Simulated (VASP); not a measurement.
Here is a VASP 6.6.1 calculation.

Contents of POSCAR:

```
Lu
1.0
    3.5048186286      0.0000000000      0.0000000000
   -1.7524093143      3.0352619680      0.0000000000
    0.0000000000      0.0000000000      5.4696750779
Lu
2
Direct
    0.3333333333      0.6666666667      0.2500000000
    0.6666666667      0.3333333333      0.7500000000
```

File INCAR.step1:

```
SYSTEM = Lu
PREC = Accurate
ENCUT = 520
ISMEAR = 1
SIGMA = 1.0
LREAL = .False.
LASPH = .True.
NELM = 80
NBANDS = 32
GGA = PE
ALGO = Normal
EDIFF = 1E-4
LWAVE = .True.
LCHARG = .False.
```

File INCAR.step2:

```
SYSTEM = Lu
PREC = Accurate
ENCUT = 520
EDIFF = 1E-7
ISMEAR = 1
SIGMA = 1.0
LREAL = .False.
LASPH = .True.
NELM = 80
ALGO = Normal
ISIF = 2
LWAVE = .False.
LCHARG = .True.
METAGGA = R2SCAN
LMIXTAU = .True.
LELF = .True.
LVHAR = .True.
NBANDS = 32
ISTART = 1
```

File KPOINTS:

```
regular mesh
0
Gamma
  10 10 6
  0 0 0
```

Potentials or basis: VASP PAW PBE potentials, release 64 (Lu).

Run with:

```console
$ cat potpaw_PBE.64/Lu/POTCAR > POTCAR
$ cp INCAR.step1 INCAR
$ mpirun -np 1 vasp_std > vasp.out
$ cp INCAR.step2 INCAR
$ mpirun -np 1 vasp_std > vasp.out
```

(1) Predict the pressure.

(2) What does it give for the band gap on the k mesh?

Results:

(1) 0.5 GPa.

(2) zero (bands 25 and 26 overlap by 2.00 eV).

Caveat: so wide a smearing shifts energies and pressures; the PAW data sets were made with another functional, which shifts forces and pressure a little; spin-orbit coupling is left out, which moves the levels of the heavy elements.
